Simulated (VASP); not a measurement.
# Cu (Fm-3m) in VASP: a series of runs

Runs on Cu. Level: PBE. Tasks: single point, relaxation of cell and atoms.

Everything below comes from runs of VASP 6.6.1. Logs are shortened: lines on timing, memory, paths and dates and some standing lists are left out, and cuts for length are marked.

## 1. The cell of the first run

The structure is cubic, space group Fm-3m (No. 225). The conventional cell has a = 3.630 Å, b = 3.630 Å, c = 3.630 Å, α = 90.00°, β = 90.00°, γ = 90.00°. Within 3.4 Å of Cu (site symmetry m-3m) lie 12 Cu at 2.57 Å.

## 2. Single point, PBE

The input, INCAR:

```
SYSTEM = Cu
ALGO = Normal
EDIFF = 1E-6
ENCUT = 520
GGA = PE
ISIF = 2
ISMEAR = 1
LASPH = .TRUE.
LCHARG = .FALSE.
LREAL = .FALSE.
LWAVE = .FALSE.
NBANDS = 12
NELM = 80
PREC = Accurate
SIGMA = 0.1
```

The input, KPOINTS:

```
k-points
0
G
  18 18 18
  0 0 0
```

The input, POSCAR:

```
Cu
1.0
    0.0000000000      1.8151750317      1.8151750317
    1.8151750317      0.0000000000      1.8151750317
    1.8151750317      1.8151750317      0.0000000000
Cu
1
Direct
    0.0000000000      0.0000000000      0.0000000000
```

Potentials or basis: VASP PAW PBE potentials, release 64 (Cu).

On the command line:

```bash
> cat potpaw_PBE.64/Cu/POTCAR > POTCAR
> mpirun -np 1 vasp_std > vasp.out
```

OUTCAR:

```text
SYSTEM = Cu
   EDIFF = 1E-6
   ENCUT = 520
   GGA = PE
   ISIF = 2
   ISMEAR = 1
   LASPH = .TRUE.
   LREAL = .FALSE.
   NELM = 80
   PREC = Accurate

 ion  position               nearest neighbor table
   1  0.000  0.000  0.000-

  LATTYP: Found a face centered cubic cell.
 ALAT       =     3.6303500634

  Lattice vectors:

 A1 = (   0.0000000000,   1.8151750317,   1.8151750317)
 A2 = (   1.8151750317,   0.0000000000,   1.8151750317)
 A3 = (   1.8151750317,   1.8151750317,   0.0000000000)

Analysis of symmetry for initial positions (statically):
=====================================================================
 Subroutine PRICEL returns:
 Original cell was already a primitive cell.

 Routine SETGRP: Setting up the symmetry group for a
 face centered cubic supercell.

 Subroutine GETGRP returns: Found 48 space group operations
 (whereof 48 operations were pure point group operations)
 out of a pool of 48 trial point group operations.

The static configuration has the point symmetry O_h .

Analysis of symmetry for dynamics (positions and initial velocities):
=====================================================================
 Subroutine PRICEL returns:
 Original cell was already a primitive cell.

 Routine SETGRP: Setting up the symmetry group for a
 face centered cubic supercell.

 Subroutine GETGRP returns: Found 48 space group operations
 (whereof 48 operations were pure point group operations)
 out of a pool of 48 trial point group operations.

The dynamic configuration has the point symmetry O_h .

 Subroutine INISYM returns: Found 48 space group operations
 (whereof 48 operations are pure point group operations),
 and found     1 'primitive' translations

----------------------------------------------------------------------------------------

                                     Primitive cell

  volume of cell :      11.9615

  direct lattice vectors                    reciprocal lattice vectors
     0.000000000  1.815175032  1.815175032    -0.275455530  0.275455530  0.275455530
     1.815175032  0.000000000  1.815175032     0.275455530 -0.275455530  0.275455530
     1.815175032  1.815175032  0.000000000     0.275455530  0.275455530 -0.275455530

  length of vectors
     2.567045148  2.567045148  2.567045148     0.477102973  0.477102973  0.477102973

  position of ions in fractional coordinates (direct lattice)
     0.000000000  0.000000000  0.000000000

  ion indices of the primitive-cell ions
   primitive index   ion index
                 1           1

----------------------------------------------------------------------------------------

 KPOINTS: k-points

Automatic generation of k-mesh.
 Grid dimensions read from file:
 generate k-points for:   18   18   18

 Generating k-lattice:

  Cartesian coordinates                     Fractional coordinates (reciprocal lattice)
    -0.015303085  0.015303085  0.015303085     0.055555556  0.000000000  0.000000000
     0.015303085 -0.015303085  0.015303085     0.000000000  0.055555556  0.000000000
     0.015303085  0.015303085 -0.015303085     0.000000000  0.000000000  0.055555556

  Length of vectors
     0.026505721  0.026505721  0.026505721

  Shift w.r.t. Gamma in fractional coordinates (k-lattice)
     0.000000000  0.000000000  0.000000000

 Subroutine IBZKPT returns following result:
 ===========================================

 Found    195 irreducible k-points:

 Following reciprocal coordinates:
            Coordinates               Weight
  0.000000  0.000000  0.000000      1.000000
  0.055556  0.000000  0.000000      8.000000
  0.111111  0.000000  0.000000      8.000000
  0.166667  0.000000  0.000000      8.000000
  0.222222  0.000000  0.000000      8.000000
  0.277778  0.000000  0.000000      8.000000
[... 16 lines left out ...]
 -0.277778  0.055556  0.000000     24.000000
 -0.222222  0.055556  0.000000     24.000000
 [... further k-points ...]
   k-points           NKPTS =    195   k-points in BZ     NKDIM =    195   number of bands    NBANDS=     12
   number of dos      NEDOS =    301   number of ions     NIONS =      1
   total plane-waves  NPLWV =   8000
   dimension x,y,z NGX =    20 NGY =   20 NGZ =   20
   dimension x,y,z NGXF=    40 NGYF=   40 NGZF=   40
   ions per type =               1
   NGX,Y,Z   is equivalent  to a cutoff of  12.95, 12.95, 12.95 a.u.
   NGXF,Y,Z  is equivalent  to a cutoff of  25.90, 25.90, 25.90 a.u.
 SYSTEM =  Cu
   PREC   = accura    normal or accurate (medium, high low for compatibility)
   ISTART =      0    job   : 0-new  1-cont  2-samecut
   ICHARG =      2    charge: 1-file 2-atom 10-const
   ISPIN  =      1    spin polarized calculation?
   LNONCOLLINEAR =      F non collinear calculations
   LSORBIT =      F    spin-orbit coupling
   LASPH  =      T    aspherical Exc in radial PAW
   ENCUT  =  520.0 eV  38.22 Ry    6.18 a.u.   4.77  4.77  4.77*2*pi/ulx,y,z
   NELM   =     80;   NELMIN=  2; NELMDL= -5     # of ELM steps
   EDIFF  = 0.1E-05   stopping-criterion for ELM
   LREAL  =      F    real-space projection
   EDIFFG = 0.1E-04   stopping-criterion for IOM
   NSW    =      0    number of steps for IOM
   IBRION =     -1    ionic relax: 0-MD 1-quasi-New 2-CG
   NFREE  =      0    steps in history (QN), initial steepest desc. (CG)
   ISIF   =      2    stress and relaxation
   ISYM   =      2    0-nonsym 1-usesym 2-fastsym
   POTIM  = 0.5000    time-step for ionic-motion
   TEBEG  =    0.0;   TEEND  =   0.0 temperature during run
   PSTRESS=    0.0 pullay stress
   NELECT =      11.0000    total number of electrons
   NUPDOWN=      -1.0000    fix difference up-down
   EMIN   =  10.00;   EMAX   =-10.00  energy-range for DOS
   EFERMI =   0.00;   METHOD = LEGACY
   ISMEAR =     1;   SIGMA  =   0.10  broadening in eV -4-tet -1-fermi 0-gaus
   EFERMI_NEDOS =   21; number of points for ismear=-14 and -15
   IALGO  =     38    algorithm
   IMIX   =      4    mixing-type and parameters
     AMIX     =   0.40;   BMIX     =  1.00
     AMIX_MAG =   1.60;   BMIX_MAG =  1.00
  volume/ion in A,a.u.               =      11.96        80.72
  Fermi-wavevector in a.u.,A,eV,Ry     =   1.592003  3.008449 34.483607  2.534474
  Thomas-Fermi vector in A             =   2.690456
   LORBIT       =      0    0 simple, 1 ext, 2 COOP (PROOUT), +10 PAW based schemes
   GGA     = PE    functional components
   LHFCALC =     F    Hartree Fock is set to
   AEXX    =    0.0000 exact exchange contribution
   IVDW    =     0    specifies the selected vdW correction
   LEPSILON=     F    determine dielectric tensor
   LRPA    =     F    only Hartree local field effects (RPA)
 non-spin polarized calculation
 Methfessel and Paxton  Order N= 1 SIGMA  =   0.10
  energy-cutoff  :      520.00
  volume of cell :       11.96
 maximum number of plane-waves:       332
   NGX =  9   NGY =  9   NGZ =  9

 number of electron      10.9999997 magnetization

 Free energy of the ion-electron system (eV)
  ---------------------------------------------------
  ext. energy  EPLUGINS =         0.00000000
  ---------------------------------------------------
  free energy    TOTEN  =        -3.72832618 eV

  energy without entropy =       -3.72835630  energy(sigma->0) =       -3.72833622

 E-fermi :   7.3995     XC(G=0): -12.6513

 val. band max:        7.3478027942   @ k =   0.5000   0.3333   0.1667
 cond. band min:       7.4084628859   @ k =   0.5000   0.2778   0.1111
 fundamental gap:      0.0606600916
 Fermi energy:         7.3994683305

 k-point     1 :       0.0000    0.0000    0.0000
  band No.  band energies     occupation
      1      -1.8253      2.00000
      2       4.4477      2.00000
      3       4.4477      2.00000
      4       4.4477      2.00000
      5       5.2540      2.00000
      6       5.2540      2.00000
      7      29.9214      0.00000
      8      32.4676      0.00000
      9      32.4676      0.00000
     10      32.4676      0.00000
     11      34.9512      0.00000
     12      34.9512      0.00000

 k-point     2 :       0.0556    0.0000    0.0000
  band No.  band energies     occupation
      1      -1.7138      2.00000
      2       4.4243      2.00000
      3       4.4687      2.00000
      4       4.4687      2.00000
      5       5.2456      2.00000
      6       5.2456      2.00000
      7      29.2582      0.00000
      8      31.1305      0.00000
      9      32.1029      0.00000
     10      32.1029      0.00000
     11      35.4757      0.00000
     12      35.4757      0.00000

 k-point     3 :       0.1111    0.0000    0.0000
  band No.  band energies     occupation
      1      -1.3829      2.00000
      2       4.3606      2.00000
      3       4.5233      2.00000
      4       4.5233      2.00000
      5       5.2286      2.00000
      6       5.2286      2.00000
      7      26.8099      0.00000
      8      30.5799      0.00000
      9      31.4360      0.00000
     10      31.4361      0.00000
     11      36.5710      0.00000
     12      36.5711      0.00000
[... 286 lines left out ...]
 k-point    23 :      -0.2778    0.0556    0.0000
  band No.  band energies     occupation
      1       1.0725      2.00000
      2       4.2130      2.00000
      3       4.5524      2.00000
      4       4.5953      2.00000
      5       5.3471      2.00000
      6       5.6081      2.00000
      7      17.6754      0.00000
      8      26.9431      0.00000
      9      30.2851      0.00000
     10      31.3985      0.00000
     11      33.3941      0.00000
     12      34.9705      0.00000

 k-point    24 :      -0.2222    0.0556    0.0000
  band No.  band energies     occupation
      1       0.2307      2.00000
      2       4.1628      2.00000
      3       4.6015      2.00000
      4       4.6390      2.00000
      5       5.2077      2.00000
      6       5.4464      2.00000
      7      20.2987      0.00000
      8      27.2370      0.00000
      9      30.9342      0.00000
     10      31.9505      0.00000
     11      34.5416      0.00000
     12      35.1544      0.00000

 [... further k-points ...]

------------------------ aborting loop because EDIFF is reached ----------------------------------------

  FORCE on cell =-STRESS in cart. coord.  units (eV):
  Direction    XX          YY          ZZ          XY          YZ          ZX
  --------------------------------------------------------------------------------------
  -------------------------------------------------------------------------------------
  Total        0.0463173      0.0463173      0.0463173     -0.0000000     -0.0000000     -0.0000000
  in kB        6.2039502      6.2039502      6.2039502     -0.0000000     -0.0000000     -0.0000000
  external PRESSURE =       6.2039502 kB  Pullay stress =       0.0000000 kB

 VOLUME and BASIS-vectors are now :
 -----------------------------------------------------------------------------
  energy-cutoff  :      520.00
  volume of cell :       11.96
      direct lattice vectors                 reciprocal lattice vectors
     0.000000000  1.815175032  1.815175032    -0.275455530  0.275455530  0.275455530
     1.815175032  0.000000000  1.815175032     0.275455530 -0.275455530  0.275455530
     1.815175032  1.815175032  0.000000000     0.275455530  0.275455530 -0.275455530

 POSITION                                       TOTAL-FORCE (eV/Angst)
 -----------------------------------------------------------------------------------
      0.00000      0.00000      0.00000         0.000000      0.000000     -0.000000
 -----------------------------------------------------------------------------------
    total drift:                                0.000000     -0.000000      0.000000

  FREE ENERGIE OF THE ION-ELECTRON SYSTEM (eV)
  ---------------------------------------------------
  free  energy   TOTEN  =        -3.7283261826 eV

  energy  without entropy=       -3.7283563026  energy(sigma->0) =       -3.72833622
```

Run time: 40 s. Hardware: 1 thread of Intel Xeon 8259CL, shared host; peak memory 0.14 GiB.

What came out:

```yaml
Free_energy: -3.7283 eV
Pressure: 0.6 GPa
Band_gap_on_the_k_mesh: zero (an odd number of electrons rules out a gap without spin polarisation)
```

(Continued in part 2 of 2.)
